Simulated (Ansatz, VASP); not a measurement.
HfN: VASP beside Ansatz

```
Hf N
1.0
     3.16152    0.00000    0.00000
    -1.58076    2.73796    0.00000
     0.00000    0.00000    5.46450
Hf N
2 2
Direct
  0.66667 0.33333 0.75000
  0.33333 0.66667 0.25000
  0.00000 0.00000 0.00000
  0.00000 0.00000 0.50000
```

Alike in both runs: task single point; functional LDA; k mesh 8 × 8 × 4; occupations fermi-dirac, width 0.05 eV; no spin polarisation.

|  | VASP | Ansatz |
| --- | --- | --- |
| version | VASP 6.6.1 | Ansatz 0.2.0 |
| potentials or method | VASP PAW LDA potentials, release 64 (Hf_pv, N), cutoff 520 eV | plane waves, PAW |
| valence electrons in the cell | 30 | 62 |

|  | VASP | Ansatz | Ansatz less VASP |
| --- | --- | --- | --- |
| pressure (GPa) | -16.2 | -15.1 | +1.12 |
| traceless stress, the component that is largest in VASP (GPa) | -0.16 | -0.12 | +0.036 |

LDA's correlation is that of Perdew and Zunger in VASP and of Perdew and Wang (1992) in Ansatz. VASP's potentials hold 30 valence electrons a cell and Ansatz's 62, so a difference there can come from the potentials and not from the codes.

Spin-orbit coupling is off throughout.
